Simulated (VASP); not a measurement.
Set up this calculation in VASP 6.6.1, as the native input.

```yaml
Task: electric field gradients
Functional: PBE
Potentials_or_basis: VASP PAW PBE potentials, release 64 (Zr_sv)
Cutoff: 520 eV
k_mesh: 14 × 14 × 14
Occupations: fermi-dirac, width 0.08 eV
Spin: no spin polarisation
Dipole_correction: no
Further_INCAR_settings: ALGO = Normal; EDIFF = 1e-08; NBANDS = 12
```

The structure of Zr lies in POSCAR:

```
Zr
1.0
   -1.8039464431      1.8039464431      1.8039464431
    1.8039464431     -1.8039464431      1.8039464431
    1.8039464431      1.8039464431     -1.8039464431
Zr
1
Direct
    0.0000000000      0.0000000000      0.0000000000
```

This cell differs from its parent crystal: volume scaled by 0.99.

The input as run:

INCAR

```
SYSTEM = Zr
ALGO = Normal
EDIFF = 1E-8
ENCUT = 520
GGA = PE
ISIF = 2
ISMEAR = -1
LASPH = .TRUE.
LCHARG = .FALSE.
LEFG = .TRUE.
LREAL = .FALSE.
LWAVE = .FALSE.
NBANDS = 12
NELM = 100
PREC = Accurate
SIGMA = 0.08
```

KPOINTS

```
k-points
0
G
  14 14 14
  0 0 0
```

Potentials or basis: VASP PAW PBE potentials, release 64 (Zr_sv).

Command:

```console
$ cat potpaw_PBE.64/Zr_sv/POTCAR > POTCAR
$ mpirun -np 1 vasp_std > vasp.out
```

It gave:

The pressure is -2.2 GPa. The band gap on the k mesh is zero (band 6 reaches 9.74 eV, above the bottom of band 7 at 7.99 eV).

Caveat: without QUAD_EFG the Cq values of the log hold for a quadrupole moment of 1 mb, not for the nuclei.

Wall time 30 s on 1 thread of Intel Xeon 8259CL, with other jobs on the host, peak memory 0.16 GiB.
